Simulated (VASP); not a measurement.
# GaP (F-43m) in VASP: a series of runs

GaP is run at these levels: r2SCAN; tasks: single point, relaxation of cell and atoms.

Everything below comes from runs of VASP 6.6.1. Logs are shortened: lines on timing, memory, paths and dates and some standing lists are left out, and cuts for length are marked.

## (1) The cell of the first run

It takes space group F-43m (No. 216, cubic). Conventional cell: a = 5.452 Å, b = 5.452 Å, c = 5.452 Å, α = 90.00°, β = 90.00°, γ = 90.00°. Within 3.1 Å of Ga (site symmetry -43m) lie 4 P at 2.36 Å. P (site symmetry -43m) has 4 Ga at 2.36 Å within 3.1 Å.

## (2) Single point, r2SCAN

POSCAR

```
GaP
1.0
    0.0000000000      2.7258124900      2.7258124900
    2.7258124900      0.0000000000      2.7258124900
    2.7258124900      2.7258124900      0.0000000000
Ga P
1 1
Direct
    0.0000000000      0.0000000000      0.0000000000
    0.7500000000      0.7500000000      0.7500000000
```

INCAR.step1

```
ALGO     = Normal         # electronic algorithm
EDIFF    = 1E-4           # SCF threshold, eV
ENCUT    = 520            # plane-wave cutoff, eV
GGA      = PE             # functional
ISMEAR   = 0              # smearing method
LASPH    = T              # aspherical terms in the spheres
LCHARG   = F              # write CHGCAR
LREAL    = F              # projectors in reciprocal space
LWAVE    = T              # write WAVECAR
NBANDS   = 16             # bands
NELM     = 60             # most SCF steps
PREC     = Accurate       # precision mode
SIGMA    = 0.1            # smearing width, eV
```

INCAR.step2

```
ALGO     = Normal         # electronic algorithm
EDIFF    = 1E-7           # SCF threshold, eV
ENCUT    = 520            # plane-wave cutoff, eV
ISIF     = 2              # what is computed and relaxed
ISMEAR   = 0              # smearing method
ISTART   = 1            
LASPH    = T              # aspherical terms in the spheres
LCHARG   = T              # write CHGCAR
LELF     = T              # ELF
LMIXTAU  = T            
LREAL    = F              # projectors in reciprocal space
LVHAR    = T            
LWAVE    = F              # write WAVECAR
METAGGA  = R2SCAN         # meta-GGA
NBANDS   = 16             # bands
NELM     = 60             # most SCF steps
PREC     = Accurate       # precision mode
SIGMA    = 0.1            # smearing width, eV
```

KPOINTS

```
k-points
0
Gamma
  6 6 6
```

Potentials or basis: VASP PAW PBE potentials, release 64 (Ga_d, P).

The run is started by

```sh
$ cat potpaw_PBE.64/Ga_d/POTCAR potpaw_PBE.64/P/POTCAR > POTCAR
$ cp INCAR.step1 INCAR
$ mpirun -np 1 vasp_std > vasp.out
$ cp INCAR.step2 INCAR
$ mpirun -np 1 vasp_std > vasp.out
```

OUTCAR:

```text
EDIFF = 1E-7
   ENCUT = 520
   ISIF = 2
   ISMEAR = 0
   ISTART = 1
   LASPH = T
   LREAL = F
   METAGGA = R2SCAN
   NELM = 60
   PREC = Accurate

 ion  position               nearest neighbor table
   1  0.000  0.000  0.000-   2 2.36   2 2.36   2 2.36   2 2.36
   2  0.750  0.750  0.750-   1 2.36   1 2.36   1 2.36   1 2.36

  LATTYP: Found a face centered cubic cell.
 ALAT       =     5.4516249800

  Lattice vectors:

 A1 = (   0.0000000000,   2.7258124900,   2.7258124900)
 A2 = (   2.7258124900,   0.0000000000,   2.7258124900)
 A3 = (   2.7258124900,   2.7258124900,   0.0000000000)

Analysis of symmetry for initial positions (statically):
=====================================================================
 Subroutine PRICEL returns:
 Original cell was already a primitive cell.

 Routine SETGRP: Setting up the symmetry group for a
 face centered cubic supercell.

 Subroutine GETGRP returns: Found 24 space group operations
 (whereof 24 operations were pure point group operations)
 out of a pool of 48 trial point group operations.

The static configuration has the point symmetry T_d .

Analysis of symmetry for dynamics (positions and initial velocities):
=====================================================================
 Subroutine PRICEL returns:
 Original cell was already a primitive cell.

 Routine SETGRP: Setting up the symmetry group for a
 face centered cubic supercell.

 Subroutine GETGRP returns: Found 24 space group operations
 (whereof 24 operations were pure point group operations)
 out of a pool of 48 trial point group operations.

The dynamic configuration has the point symmetry T_d .

 Subroutine INISYM returns: Found 24 space group operations
 (whereof 24 operations are pure point group operations),
 and found     1 'primitive' translations

----------------------------------------------------------------------------------------

                                     Primitive cell

  volume of cell :      40.5059

  direct lattice vectors                    reciprocal lattice vectors
     0.000000000  2.725812490  2.725812490    -0.183431546  0.183431546  0.183431546
     2.725812490  0.000000000  2.725812490     0.183431546 -0.183431546  0.183431546
     2.725812490  2.725812490  0.000000000     0.183431546  0.183431546 -0.183431546

  length of vectors
     3.854880992  3.854880992  3.854880992     0.317712758  0.317712758  0.317712758

  position of ions in fractional coordinates (direct lattice)
     0.000000000  0.000000000  0.000000000
     0.750000000  0.750000000  0.750000000

  ion indices of the primitive-cell ions
   primitive index   ion index
                 1           1
                 2           2

----------------------------------------------------------------------------------------

 KPOINTS: k-points

Automatic generation of k-mesh.
 Grid dimensions read from file:
 generate k-points for:    6    6    6

 Generating k-lattice:

  Cartesian coordinates                     Fractional coordinates (reciprocal lattice)
    -0.030571924  0.030571924  0.030571924     0.166666667  0.000000000  0.000000000
     0.030571924 -0.030571924  0.030571924     0.000000000  0.166666667  0.000000000
     0.030571924  0.030571924 -0.030571924     0.000000000  0.000000000  0.166666667

  Length of vectors
     0.052952126  0.052952126  0.052952126

  Shift w.r.t. Gamma in fractional coordinates (k-lattice)
     0.000000000  0.000000000  0.000000000

 Subroutine IBZKPT returns following result:
 ===========================================

 Found     16 irreducible k-points:

 Following reciprocal coordinates:
            Coordinates               Weight
  0.000000  0.000000  0.000000      1.000000
  0.166667  0.000000  0.000000      8.000000
  0.333333  0.000000  0.000000      8.000000
  0.500000  0.000000  0.000000      4.000000
  0.166667  0.166667  0.000000      6.000000
  0.333333  0.166667  0.000000     24.000000
[... 8 lines left out ...]
 -0.333333  0.333333  0.166667     24.000000
 -0.333333  0.500000  0.166667     12.000000
   k-points           NKPTS =     16   k-points in BZ     NKDIM =     16   number of bands    NBANDS=     16
   number of dos      NEDOS =    301   number of ions     NIONS =      2
   total plane-waves  NPLWV =  27000
   dimension x,y,z NGX =    30 NGY =   30 NGZ =   30
   dimension x,y,z NGXF=    60 NGYF=   60 NGZF=   60
   ions per type =               1   1
   NGX,Y,Z   is equivalent  to a cutoff of  12.94, 12.94, 12.94 a.u.
   NGXF,Y,Z  is equivalent  to a cutoff of  25.88, 25.88, 25.88 a.u.
 SYSTEM =  unknown system
   PREC   = accura    normal or accurate (medium, high low for compatibility)
   ISTART =      1    job   : 0-new  1-cont  2-samecut
   ICHARG =      0    charge: 1-file 2-atom 10-const
   ISPIN  =      1    spin polarized calculation?
   LNONCOLLINEAR =      F non collinear calculations
   LSORBIT =      F    spin-orbit coupling
   LASPH  =      T    aspherical Exc in radial PAW
   ENCUT  =  520.0 eV  38.22 Ry    6.18 a.u.   7.17  7.17  7.17*2*pi/ulx,y,z
   NELM   =     60;   NELMIN=  2; NELMDL=  0     # of ELM steps
   EDIFF  = 0.1E-06   stopping-criterion for ELM
   LREAL  =      F    real-space projection
   EDIFFG = 0.1E-05   stopping-criterion for IOM
   NSW    =      0    number of steps for IOM
   IBRION =     -1    ionic relax: 0-MD 1-quasi-New 2-CG
   NFREE  =      0    steps in history (QN), initial steepest desc. (CG)
   ISIF   =      2    stress and relaxation
   ISYM   =      2    0-nonsym 1-usesym 2-fastsym
   POTIM  = 0.5000    time-step for ionic-motion
   TEBEG  =    0.0;   TEEND  =   0.0 temperature during run
   PSTRESS=    0.0 pullay stress
   NELECT =      18.0000    total number of electrons
   NUPDOWN=      -1.0000    fix difference up-down
   EMIN   =  10.00;   EMAX   =-10.00  energy-range for DOS
   EFERMI =   0.00;   METHOD = LEGACY
   ISMEAR =     0;   SIGMA  =   0.10  broadening in eV -4-tet -1-fermi 0-gaus
   EFERMI_NEDOS =   21; number of points for ismear=-14 and -15
   IALGO  =     38    algorithm
   IMIX   =      4    mixing-type and parameters
     AMIX     =   0.40;   BMIX     =  1.00
     AMIX_MAG =   1.60;   BMIX_MAG =  1.00
  volume/ion in A,a.u.               =      20.25       136.67
  Fermi-wavevector in a.u.,A,eV,Ry     =   1.249280  2.360796 21.234610  1.560700
  Thomas-Fermi vector in A             =   2.383328
   LORBIT       =      0    0 simple, 1 ext, 2 COOP (PROOUT), +10 PAW based schemes
   METAGGA = R2SCAN    functional components
   LHFCALC =     F    Hartree Fock is set to
   AEXX    =    0.0000 exact exchange contribution
   IVDW    =     0    specifies the selected vdW correction
   LEPSILON=     F    determine dielectric tensor
   LRPA    =     F    only Hartree local field effects (RPA)
 non-spin polarized calculation
 Gauss-broadening in eV      SIGMA  =   0.10
  energy-cutoff  :      520.00
  volume of cell :       40.51
 maximum number of plane-waves:      1113
 NGX is ok and might be reduce to    30
   NGX = 15   NGY = 15   NGZ = 15

 number of electron      17.9999989 magnetization

 Free energy of the ion-electron system (eV)
  ---------------------------------------------------
  ext. energy  EPLUGINS =         0.00000000
  ---------------------------------------------------
  free energy    TOTEN  =       -21.45100204 eV

  energy without entropy =      -21.45100204  energy(sigma->0) =      -21.45100204

 E-fermi :   4.9380     XC(G=0): -10.5438

 val. band max:        4.4610088509   @ k =   0.0000   0.0000   0.0000
 cond. band min:       6.3712719337   @ k =   0.5000   0.5000   0.0000
 fundamental gap:      1.9102630829
 Fermi energy:         4.9380252010

 k-point     1 :       0.0000    0.0000    0.0000
  band No.  band energies     occupation
      1     -10.5333      2.00000
      2     -10.5333      2.00000
      3     -10.5333      2.00000
      4     -10.4199      2.00000
      5     -10.4199      2.00000
      6      -8.5561      2.00000
[... 8 lines left out ...]
     15      14.7304      0.00000
     16      14.7304      0.00000

 k-point     2 :       0.1667    0.0000    0.0000
  band No.  band energies     occupation
      1     -10.5601      2.00000
      2     -10.5249      2.00000
      3     -10.5249      2.00000
      4     -10.4198      2.00000
      5     -10.4197      2.00000
      6      -8.1811      2.00000
[... 8 lines left out ...]
     15      13.9047      0.00000
     16      15.1805      0.00000

 k-point     3 :       0.3333    0.0000    0.0000
  band No.  band energies     occupation
      1     -10.6056      2.00000
      2     -10.5110      2.00000
      3     -10.5110      2.00000
      4     -10.4162      2.00000
      5     -10.4162      2.00000
      6      -7.1897      2.00000
[... 8 lines left out ...]
     15      14.6378      0.00000
     16      14.7935      0.00000

 k-point     4 :       0.5000    0.0000    0.0000
  band No.  band energies     occupation
      1     -10.6256      2.00000
      2     -10.5060      2.00000
      3     -10.5060      2.00000
      4     -10.4125      2.00000
      5     -10.4125      2.00000
      6      -6.3963      2.00000
[... 8 lines left out ...]
     15      16.7865      0.00000
     16      16.7866      0.00000
[... 172 lines left out ...]
 k-point    14 :       0.5000    0.3333    0.1667
  band No.  band energies     occupation
      1     -10.6315      2.00000
      2     -10.4955      2.00000
      3     -10.4844      2.00000
      4     -10.4348      2.00000
      5     -10.4084      2.00000
      6      -6.3806      2.00000
[... 8 lines left out ...]
     15      16.9832      0.00000
     16      18.5140      0.00000

 k-point    15 :      -0.3333    0.3333    0.1667
  band No.  band energies     occupation
      1     -10.6386      2.00000
      2     -10.4948      2.00000
      3     -10.4770      2.00000
      4     -10.4313      2.00000
      5     -10.4116      2.00000
      6      -5.7051      2.00000
[... 8 lines left out ...]
     15      17.6792      0.00000
     16      17.9912      0.00000

 k-point    16 :      -0.3333    0.5000    0.1667
  band No.  band energies     occupation
      1     -10.6498      2.00000
      2     -10.4832      2.00000
      3     -10.4677      2.00000
      4     -10.4423      2.00000
      5     -10.4057      2.00000
      6      -5.3909      2.00000
[... 8 lines left out ...]
     15      17.0388      0.00000
     16      18.8432      0.00000

------------------------ aborting loop because EDIFF is reached ----------------------------------------

  FORCE on cell =-STRESS in cart. coord.  units (eV):
  Direction    XX          YY          ZZ          XY          YZ          ZX
  --------------------------------------------------------------------------------------
  -------------------------------------------------------------------------------------
  Total       -0.0112718     -0.0112718     -0.0112718      0.0000000      0.0000000     -0.0000000
  in kB       -0.4458452     -0.4458452     -0.4458452      0.0000000      0.0000000     -0.0000000
  external PRESSURE =      -0.4458452 kB  Pullay stress =       0.0000000 kB

 VOLUME and BASIS-vectors are now :
 -----------------------------------------------------------------------------
  energy-cutoff  :      520.00
  volume of cell :       40.51
      direct lattice vectors                 reciprocal lattice vectors
     0.000000000  2.725812490  2.725812490    -0.183431546  0.183431546  0.183431546
     2.725812490  0.000000000  2.725812490     0.183431546 -0.183431546  0.183431546
     2.725812490  2.725812490  0.000000000     0.183431546  0.183431546 -0.183431546

 POSITION                                       TOTAL-FORCE (eV/Angst)
 -----------------------------------------------------------------------------------
      0.00000      0.00000      0.00000        -0.000000     -0.000000     -0.000000
      4.08872      4.08872      4.08872         0.000000      0.000000      0.000000
 -----------------------------------------------------------------------------------
    total drift:                               -0.000010     -0.000010     -0.000010

  FREE ENERGIE OF THE ION-ELECTRON SYSTEM (eV)
  ---------------------------------------------------
  free  energy   TOTEN  =       -21.4510020379 eV

  energy  without entropy=      -21.4510020379  energy(sigma->0) =      -21.45100204
```

It took 26 s on 1 thread of Intel Xeon 6975P-C (Granite Rapids), shared host; peak memory 0.17 GiB.

What came out:

```yaml
Free_energy: -21.4510 eV
Pressure: 0.0 GPa
Band_gap_on_the_k_mesh: 1.91 eV, indirect (least direct gap 2.34 eV)
```

Caveat: the PAW data sets were made with another functional, which shifts forces and pressure a little.

## (3) Single point, r2SCAN

POSCAR is that of step 2.

INCAR.step1

```
SYSTEM = GaP
ALGO = Normal
EDIFF = 1E-4
ENCUT = 520
GGA = PE
ISMEAR = 0
LASPH = .True.
LCHARG = .False.
LREAL = .False.
LWAVE = .True.
NBANDS = 16
NELM = 80
PREC = Accurate
SIGMA = 0.02
```

INCAR.step2

```
SYSTEM = GaP
ALGO = Normal
EDIFF = 1E-6
ENCUT = 520
ISIF = 2
ISMEAR = 0
ISTART = 1
LASPH = .True.
LCHARG = .False.
LMIXTAU = .True.
LREAL = .False.
LWAVE = .False.
METAGGA = R2SCAN
NBANDS = 16
NELM = 80
PREC = Accurate
SIGMA = 0.02
```

KPOINTS

```
k-points
0
Gamma
  8 8 8
  0 0 0
```

Potentials or basis: VASP PAW PBE potentials, release 64 (Ga_d, P).

The run is started by

```sh
$ cat potpaw_PBE.64/Ga_d/POTCAR potpaw_PBE.64/P/POTCAR > POTCAR
$ cp INCAR.step1 INCAR
$ mpirun -np 1 vasp_std > vasp.out
$ cp INCAR.step2 INCAR
$ mpirun -np 1 vasp_std > vasp.out
```

Wall time 39 s (1 thread of Intel Xeon 6975P-C (Granite Rapids), shared host); peak memory 0.17 GiB.

Results (log left out):

```
Free energy            : -21.4631 eV
Pressure               : -0.1 GPa
Band gap on the k mesh : 1.90 eV, indirect (least direct gap 2.34 eV)
```

Levels at points of the mesh, in eV from the valence-band top:
```
           k point  band 7  band 8  band 9  band 10  band 11  band 12
(0.00, 0.00, 0.00)    0.00    0.00    0.00     2.34     4.19     4.19
(0.50, 0.00, 0.00)   -6.84   -1.17   -1.17     2.04     5.06     5.06
(0.50, 0.50, 0.00)   -6.95   -2.80   -2.80     1.91     2.10    11.35
```

Caveat: the PAW data sets were made with another functional, which shifts forces and pressure a little. r2SCAN opens gaps a little over a GGA but as a rule still falls short of measured ones.

## (4) Relaxation of cell and atoms, r2SCAN

POSCAR is that of step 3.

INCAR.step1

```
SYSTEM = GaP
  PREC = Accurate
  ENCUT = 600
  ISMEAR = 0
  SIGMA = 0.02
  LREAL = .FALSE.
  LASPH = .TRUE.
  NELM = 80
  GGA = PE
  ALGO = Normal
  EDIFF = 1E-4
  LWAVE = .TRUE.
  LCHARG = .FALSE.
```

INCAR.step2

```
SYSTEM = GaP
  PREC = Accurate
  ENCUT = 600
  EDIFF = 1E-7
  ISMEAR = 0
  SIGMA = 0.02
  LREAL = .FALSE.
  LASPH = .TRUE.
  NELM = 80
  ALGO = Normal
  ISIF = 3
  LWAVE = .FALSE.
  LCHARG = .FALSE.
  METAGGA = R2SCAN
  LMIXTAU = .TRUE.
  IBRION = 2
  NSW = 100
  EDIFFG = -0.005
  ISTART = 1
```

KPOINTS

```
Automatic mesh
0
G
  8 8 8
  0 0 0
```

The run is started by

```sh
$ cat potpaw_PBE.64/Ga_d/POTCAR potpaw_PBE.64/P/POTCAR > POTCAR
$ cp INCAR.step1 INCAR
$ mpirun -np 1 vasp_std > vasp.out
$ cp INCAR.step2 INCAR
$ mpirun -np 1 vasp_std > vasp.out
```

It took 64 s on 1 thread of Intel Xeon 6975P-C (Granite Rapids), shared host; peak memory 0.2 GiB.

The run converged. Its results:

```
Free energy                            : -21.4642 eV
Relaxed volume                         : 20.23 Å³/atom
Relaxed cell                           : a = 3.853 Å, b = 3.853 Å, c = 3.853 Å, α = 60.00°, β = 60.00°, γ = 60.00°
Space group after relaxing (to 0.05 Å) : F-43m (No. 216)
Energy gained by relaxing              : 0.0 meV/atom
Ionic steps                            : 3
Pressure after relaxing                : 0.0 GPa
Band gap on the k mesh                 : 1.90 eV, indirect (least direct gap 2.35 eV)
```

Final structure:
```
Ga P
1.0
     0.00000    2.72466    2.72466
     2.72466    0.00000    2.72466
     2.72466    2.72466    0.00000
Ga P
1 1
Direct
  0.00000 0.00000 0.00000
  0.75000 0.75000 0.75000
```

Levels at points of the mesh, in eV from the valence-band top:
```
           k point  band 5  band 6  band 7  band 8  band 9  band 10  band 11  band 12  band 13
(0.00, 0.00, 0.00)  -14.88  -13.03    0.00    0.00    0.00     2.35     4.19     4.19     4.19
(0.50, 0.00, 0.00)  -14.87  -10.86   -6.85   -1.17   -1.17     2.04     5.06     5.06     8.83
(0.50, 0.50, 0.00)  -14.85   -9.93   -6.96   -2.80   -2.80     1.91     2.10    11.36    11.36
```

Caveat: the PAW data sets were made with another functional, which shifts forces and pressure a little.

## (5) The runs side by side

```csv
task,cell,k mesh,cutoff (eV),smearing,gap on the mesh (eV),pressure (GPa)
single point,as given,6 × 6 × 6,520,gaussian 0.1 eV,1.91,0.0
single point,as given,8 × 8 × 8,520,gaussian 0.02 eV,1.90,-0.1
relaxation of cell and atoms,relaxed,8 × 8 × 8,600,gaussian 0.02 eV,1.90,0.0
```

Alike in all rows: level r2SCAN; potentials or basis VASP PAW PBE potentials, release 64 (Ga_d, P); no spin polarisation.

Caveats: the PAW data sets were made with another functional, which shifts forces and pressure a little.

Total energies depend on the potentials used, so only differences within one code and one set of settings carry meaning.
